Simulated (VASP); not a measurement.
# GdO (F-43m) in VASP: single point with LDA

Aim: the single point of GdO with LDA.

All numbers are computed with VASP 6.6.1; they aren't measurements. Logs are shortened: lines on timing, memory, paths and dates and some standing lists are left out, and cuts for length are marked.

## (1) The cell of the first run

The structure is cubic, space group F-43m (No. 216). Conventional cell: a = 5.400 Å, b = 5.400 Å, c = 5.400 Å, α = 90.00°, β = 90.00°, γ = 90.00°. Within 3.1 Å of Gd (site symmetry -43m) lie 4 O at 2.34 Å. O (site symmetry -43m) has 4 Gd at 2.34 Å within 3.1 Å.

## (2) Single point, LDA, collinear spin, ferromagnetic start

Input file INCAR:

```
SYSTEM = GdO
  PREC = Accurate
  ENCUT = 520
  EDIFF = 1E-6
  ISMEAR = 0
  SIGMA = 0.05
  LREAL = .False.
  LASPH = .True.
  NELM = 150
  ALGO = Normal
  ISIF = 2
  LWAVE = .False.
  LCHARG = .False.
  ISPIN = 2
  MAGMOM = 6.7 6.7 -0.04 -0.04
  LORBIT = 11
  LMAXMIX = 6
  GGA = CA
  NBANDS = 36
```

Input file KPOINTS:

```
regular mesh
0
Gamma
  6 6 6
  0 0 0
```

Input file POSCAR:

```
GdO
1.0
    0.0000000000      2.7000000000      2.7000000000
    5.4000000000      2.7000000000      2.7000000000
    5.4000000000      5.4000000000      0.0000000000
Gd O
2 2
Direct
    0.0000000000      0.0000000000      0.0000000000
    0.0000000000      0.0000000000      0.5000000000
    0.2500000000      0.2500000000      0.0000000000
    0.2500000000      0.2500000000      0.5000000000
```

Potentials or basis: VASP PAW PBE potentials, release 64 (Gd, O).

Started as:

```bash
> cat potpaw_PBE.64/Gd/POTCAR potpaw_PBE.64/O/POTCAR > POTCAR
> mpirun -np 1 vasp_std > vasp.out
```

OUTCAR:

```text
SYSTEM = GdO
   PREC = Accurate
   ENCUT = 520
   EDIFF = 1E-6
   ISMEAR = 0
   LREAL = .False.
   LASPH = .True.
   NELM = 150
   ISIF = 2
   ISPIN = 2
   LORBIT = 11
   GGA = CA

 ion  position               nearest neighbor table
   1  0.000  0.000  0.000-   3 2.34   4 2.34   4 2.34   3 2.34
   2  0.000  0.000  0.500-   4 2.34   3 2.34   3 2.34   4 2.34
   3  0.250  0.250  0.000-   1 2.34   2 2.34   1 2.34   2 2.34
   4  0.250  0.250  0.500-   1 2.34   2 2.34   2 2.34   1 2.34

  LATTYP: Found a simple tetragonal cell.
 ALAT       =     3.8183766184
 C/A-ratio  =     1.4142135624

  Lattice vectors:

 A1 = (   0.0000000000,  -2.7000000000,   2.7000000000)
 A2 = (   0.0000000000,  -2.7000000000,  -2.7000000000)
 A3 = (   5.4000000000,   0.0000000000,   0.0000000000)

Analysis of symmetry for initial positions (statically):
=====================================================================
 Subroutine PRICEL returns following result:

  LATTYP: Found a face centered cubic cell.
 ALAT       =     5.4000000000
[... 12 lines left out ...]
 Subroutine GETGRP returns: Found  8 space group operations
 (whereof  8 operations were pure point group operations)
 out of a pool of 16 trial point group operations.

The static configuration has the point symmetry D_2d.

Analysis of symmetry for dynamics (positions and initial velocities):
=====================================================================
 Subroutine PRICEL returns following result:

  LATTYP: Found a face centered cubic cell.
 ALAT       =     5.4000000000
[... 12 lines left out ...]
 Subroutine GETGRP returns: Found  8 space group operations
 (whereof  8 operations were pure point group operations)
 out of a pool of 16 trial point group operations.

The dynamic configuration has the point symmetry D_2d.

Analysis of structural, dynamic, and magnetic symmetry:
=====================================================================
 Subroutine PRICEL returns following result:

  LATTYP: Found a face centered cubic cell.
 ALAT       =     5.4000000000
[... 12 lines left out ...]
 Subroutine GETGRP returns: Found  8 space group operations
 (whereof  8 operations were pure point group operations)
 out of a pool of 16 trial point group operations.

The overall configuration has the point symmetry D_2d.

[... 121 lines left out ...]
  Thomas-Fermi vector in A             =   2.512309
   LORBIT       =     11    0 simple, 1 ext, 2 COOP (PROOUT), +10 PAW based schemes
   GGA     = CA    functional components
   LHFCALC =     F    Hartree Fock is set to
   AEXX    =    0.0000 exact exchange contribution
   IVDW    =     0    specifies the selected vdW correction
   LEPSILON=     F    determine dielectric tensor
   LRPA    =     F    only Hartree local field effects (RPA)
 spin polarized calculation
 Gauss-broadening in eV      SIGMA  =   0.05
  energy-cutoff  :      520.00
  volume of cell :       78.73
 maximum number of plane-waves:      2148
   NGX = 15   NGY = 25   NGZ = 29

 number of electron      47.9999994 magnetization      13.8300516

 Free energy of the ion-electron system (eV)
  ---------------------------------------------------
  ext. energy  EPLUGINS =         0.00000000
  ---------------------------------------------------
  free energy    TOTEN  =       -45.80997960 eV

  energy without entropy =      -45.79427795  energy(sigma->0) =      -45.80212878

 E-fermi :   3.7718     XC(G=0): -10.5262

 val. band max:        3.7669867893   @ k =   0.3333   0.5000   0.1667
 cond. band min:       3.7751656719   @ k =  -0.1667   0.1667   0.1667
 fundamental gap:      0.0081788826
 Fermi energy:         3.7718036796

 spin component 1

 k-point     1 :       0.0000    0.0000    0.0000
  band No.  band energies     occupation
      1     -41.0312      1.00000
      2     -40.9763      1.00000
      3     -19.6134      1.00000
      4     -18.7462      1.00000
      5     -18.7462      1.00000
      6     -18.5328      1.00000
[... 925 lines left out ...]
     35       6.7865      0.00000
     36       6.7865      0.00000

 [... further k-points ...]

 spin component 2

 k-point     1 :       0.0000    0.0000    0.0000
  band No.  band energies     occupation
      1     -38.2627      1.00000
      2     -38.1898      1.00000
      3     -18.2071      1.00000
      4     -16.7420      1.00000
      5     -16.7420      1.00000
      6     -16.4683      1.00000
[... 925 lines left out ...]
     35       7.6360      0.00000
     36       7.6360      0.00000

 [... further k-points ...]

------------------------ aborting loop because EDIFF is reached ----------------------------------------

  FORCE on cell =-STRESS in cart. coord.  units (eV):
  Direction    XX          YY          ZZ          XY          YZ          ZX
  --------------------------------------------------------------------------------------
  -------------------------------------------------------------------------------------
  Total       -3.7046053     -3.6545238     -3.6545238     -0.0000000      0.0000000      0.0000000
  in kB      -75.3878307    -74.3686844    -74.3686844     -0.0000000      0.0000000      0.0000000
  external PRESSURE =     -74.7083998 kB  Pullay stress =       0.0000000 kB

 VOLUME and BASIS-vectors are now :
 -----------------------------------------------------------------------------
  energy-cutoff  :      520.00
  volume of cell :       78.73
      direct lattice vectors                 reciprocal lattice vectors
     0.000000000  2.700000000  2.700000000    -0.185185185  0.185185185  0.185185185
     5.400000000  2.700000000  2.700000000     0.185185185 -0.185185185  0.185185185
     5.400000000  5.400000000  0.000000000     0.000000000  0.185185185 -0.185185185

 POSITION                                       TOTAL-FORCE (eV/Angst)
 -----------------------------------------------------------------------------------
      0.00000      0.00000      0.00000         0.000000      0.000000      0.000000
      2.70000      2.70000      0.00000         0.000000      0.000000      0.000000
      1.35000      1.35000      1.35000        -0.000000     -0.000000      0.000000
      4.05000      4.05000      1.35000         0.000000     -0.000000     -0.000000
 -----------------------------------------------------------------------------------
    total drift:                               -0.000004     -0.000005     -0.000015

  FREE ENERGIE OF THE ION-ELECTRON SYSTEM (eV)
  ---------------------------------------------------
  free  energy   TOTEN  =       -45.8099796044 eV

  energy  without entropy=      -45.7942779527  energy(sigma->0) =      -45.80212878

 total charge

# of ion       s       p       d       f       tot
--------------------------------------------------
    1        2.028   5.596   0.453   7.156  15.234
    2        2.028   5.596   0.453   7.156  15.234
    3        1.556   3.398   0.000   0.000   4.954
    4        1.556   3.398   0.000   0.000   4.954
--------------------------------------------------
tot          7.168  17.989   0.906  14.313  40.376

 magnetization (x)

# of ion       s       p       d       f       tot
--------------------------------------------------
    1       -0.005  -0.049   0.099   6.618   6.663
    2       -0.005  -0.049   0.099   6.618   6.663
    3       -0.003  -0.052   0.000   0.000  -0.054
    4       -0.003  -0.052   0.000   0.000  -0.054
--------------------------------------------------
tot         -0.015  -0.202   0.198  13.236  13.217
```

stdout:

```text
POSCAR found type information on POSCAR GdO
 POSCAR found :  2 types and       4 ions
 scaLAPACK will be used
 -----------------------------------------------------------------------------
|                                                                             |
|                                                                             |
|     You enforced a specific xc type in the INCAR file but a different       |
|     I HOPE YOU KNOW WHAT YOU ARE DOING!                                     |
|                                                                             |
 -----------------------------------------------------------------------------

 LDA part: xc-table for (Slater(with rela. corr.)+CA(PZ))
 , standard interpolation
 POSCAR, INCAR and KPOINTS ok, starting setup
 FFT: planning ... GRIDC
 FFT: planning ... GRID_SOFT
 FFT: planning ... GRID
 WAVECAR not read
 entering main loop
```

It took 23 min on 1 thread of Intel Xeon 8259CL, shared host; peak memory 0.37 GiB.

Results:

```yaml
Free_energy: -45.8100 eV
Pressure: -7.5 GPa
Net_moment: 13.83 μB per cell
Site_moments: Gd +6.66; O -0.05 μB
Valence_electrons_inside_the_program's_atomic_spheres: Gd 15.23; O 4.95
```

Caveat: the cell stands under tension; the PAW data sets were made with another functional, which shifts forces and pressure a little; spin-orbit coupling is left out, which moves the levels of the heavy elements; semilocal functionals describe open f shells poorly, which spoils levels, moments and volumes. With open d or f shells a metallic result of LDA can be an artefact of self-interaction; +U or a hybrid may open a gap.
